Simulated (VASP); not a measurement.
Wanted: the native input for a VASP 6.6.1 run.

```
Task                   : single point
Functional             : PBEsol
Potentials or basis    : VASP PAW PBE potentials, release 64 (Si, C)
Cutoff                 : 520 eV
k mesh                 : 12 × 12 × 4
Occupations            : gaussian, width 0.05 eV
Spin                   : no spin polarisation
Dipole correction      : no
Further INCAR settings : ALGO = Normal; EDIFF = 1e-06; NBANDS = 26
```

The structure of SiC lies in POSCAR:

```
SiC
1.0
    3.2217000000      0.0000000000      0.0000000000
   -1.6108500000      2.7900740434      0.0000000000
    0.0000000000      0.0000000000     10.8819000000
Si C
4 4
Direct
    0.6666666667      0.3333333333      0.9378278494
    0.3333333333      0.6666666667      0.4378278494
    0.0000000000      0.0000000000      0.6878973398
    0.0000000000      0.0000000000      0.1878973398
    0.6666666667      0.3333333333      0.7498191768
    0.3333333333      0.6666666667      0.2498191768
    0.0000000000      0.0000000000      0.5004546340
    0.0000000000      0.0000000000      0.0004546340
```

The input as run:

INCAR

```
SYSTEM = SiC
ALGO     = Normal         ! electronic algorithm
EDIFF    = 1E-6           ! SCF threshold, eV
ENCUT    = 520            ! plane-wave cutoff, eV
GGA      = PS             ! functional
ISIF     = 2              ! what is computed and relaxed
ISMEAR   = 0              ! smearing method
LASPH    = .True.         ! aspherical terms in the spheres
LCHARG   = .False.        ! write CHGCAR
LREAL    = .False.        ! projectors in reciprocal space
LWAVE    = .False.        ! write WAVECAR
NBANDS   = 26             ! bands
NELM     = 80             ! most SCF steps
PREC     = Accurate       ! precision mode
SIGMA    = 0.05           ! smearing width, eV
```

KPOINTS

```
k-points
0
Gamma
  12 12 4
  0 0 0
```

Potentials or basis: VASP PAW PBE potentials, release 64 (Si, C).

Launch:

```sh
$ cat potpaw_PBE.64/Si/POTCAR potpaw_PBE.64/C/POTCAR > POTCAR
$ mpirun -np 1 vasp_std > vasp.out
```

It gave:

| Quantity | Value |
| --- | --- |
| Pressure | -26.3 GPa |
| Largest force | 0.048 eV/Å |
| Band gap on the k mesh | 1.92 eV (least direct gap 3.07 eV) |

Caveat: the stress differs along the axes, from -33 to -23 GPa; the PAW data sets were made with another functional, which shifts forces and pressure a little.

It took 3.4 min on 1 thread of Intel Xeon 8259CL (shared host), peak memory 0.27 GiB.
